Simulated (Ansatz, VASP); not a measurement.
C: VASP beside Ansatz

Contents of INCAR:

```
PREC = Accurate ; ENCUT = 520
EDIFF = 1E-6 ; ISMEAR = -1
SIGMA = 0.05 ; LREAL = F
LASPH = T ; NELM = 60
ALGO = Normal ; ISIF = 2
LWAVE = F ; LCHARG = F
GGA = RE ; NBANDS = 11
```

Contents of KPOINTS:

```
Automatic mesh
0
Gamma
  13 13 13
```

Contents of POSCAR:

```
C
1.0
    0.0000000000      1.7951807415      1.7951807415
    1.7951807415      0.0000000000      1.7951807415
    1.7951807415      1.7951807415      0.0000000000
C
2
Direct
    0.7500000000      0.7500000000      0.7500000000
    0.5000000000      0.5000000000      0.5000000000
```

The input input.yaml:

```yaml
crystal:
  lattice:
    - [0.0, 1.7951807415, 1.7951807415]
    - [1.7951807415, 0.0, 1.7951807415]
    - [1.7951807415, 1.7951807415, 0.0]
  atoms:
    - { symbol: C, position: [0.75, 0.75, 0.75] }
    - { symbol: C, position: [0.5, 0.5, 0.5] }
hamiltonian:
  xc: revpbe
  pseudopotentials: { kind: paw }
kpoints:
  mp_grid: { grid: [13, 13, 13] }
scf:
  occupations: { method: fermi_dirac, width: 0.05 }
output:
  forces: true
  stress: true
  eigenvalues: true
```

Alike in both runs: task single point; functional revPBE; k mesh 13 × 13 × 13; occupations fermi-dirac, width 0.05 eV; no spin polarisation.

|  | VASP | Ansatz |
| --- | --- | --- |
| version | VASP 6.6.1 | Ansatz 0.2.0 |
| potentials or method | VASP PAW PBE potentials, release 64 (C) | Ansatz PAW |
| plane-wave cutoff (eV) | 520 | 420 |
| valence electrons in the cell | 8 | 8 |

|  | VASP | Ansatz | Ansatz less VASP |
| --- | --- | --- | --- |
| gap on the k mesh at the Fermi level (eV) | 4.09 | 4.10 | +0.010 |
| least direct gap on the mesh (eV) | 5.54 | 5.54 | +0.007 |
| pressure (GPa) | -1.6 | -2.1 | -0.51 |

VASP's potentials were made for PBE, not for revPBE.

Noted on Ansatz's run: odd divisions of the mesh miss points on the zone boundary, where band edges often lie, so the gap on the mesh can be too wide.
